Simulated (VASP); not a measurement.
Write the native input for VASP 6.6.1 that does the following.

| Quantity | Value |
| --- | --- |
| Task | single point |
| Functional | PBE |
| Potentials or basis | VASP PAW PBE potentials, release 64 (Si, Sn_d) |
| Cutoff | 520 eV |
| k mesh | 4 × 4 × 4 |
| Occupations | fermi-dirac, width 0.02 eV |
| Spin | non-collinear spin, zero start, spin-orbit coupling |
| Starting moments | [[0.0, 0.0, 0.0], [0.0, 0.0, 0.0], [0.0, 0.0, 0.0], [0.0, 0.0, 0.0]] μB |
| Dipole correction | no |
| Further INCAR settings | ALGO = Normal; EDIFF = 1e-06; NBANDS = 40 |

The structure of Si3Sn lies in POSCAR:

```
Si3Sn
1.0
    2.0239181904      1.1685097120      6.6336726333
   -2.0239181904      1.1685097120      6.6336726333
    0.0000000000     -2.3370194240      6.6336726333
Si Sn
3 1
Direct
    1.0061337070      0.0061337070      0.0061337070
    0.4931881577      0.4931881577      0.4931881577
    0.3753444185      0.3753444185      0.3753444185
    0.8753337168      0.8753337168      0.8753337168
```

These files were run (other wordings do the same):

INCAR

```
  PREC = Accurate
  ENCUT = 520
  EDIFF = 1E-6
  ISMEAR = -1
  SIGMA = 0.02
  LREAL = F
  LASPH = T
  NELM = 150
  ALGO = Normal
  ISIF = 2
  LWAVE = F
  LCHARG = F
  LNONCOLLINEAR = T
  MAGMOM = 0 0 0 0 0 0 0 0 0 0 0 0
  LORBIT = 11
  LSORBIT = T
  GGA_COMPAT = F
  LORBMOM = T
  GGA = PE
  NBANDS = 40
```

KPOINTS

```
regular mesh
0
Gamma
  4 4 4
```

Potentials or basis: VASP PAW PBE potentials, release 64 (Si, Sn_d).

The run is started by

```bash
$ cat potpaw_PBE.64/Si/POTCAR potpaw_PBE.64/Sn_d/POTCAR > POTCAR
$ mpirun -np 1 vasp_ncl > vasp.out
```

It gave:

The pressure is 1.5 GPa, the largest force is 0.087 eV/Å and the net moment is 0.00 μB per cell. The valence electrons inside the program's atomic spheres are Si 1.62, 1.70, 1.63; Sn 12.51.

Caveat: the k points lie up to 0.45 Å⁻¹ apart.

It took 11 min on 1 thread of Intel Xeon 6975P-C, with other jobs on the host, peak memory 0.95 GiB.
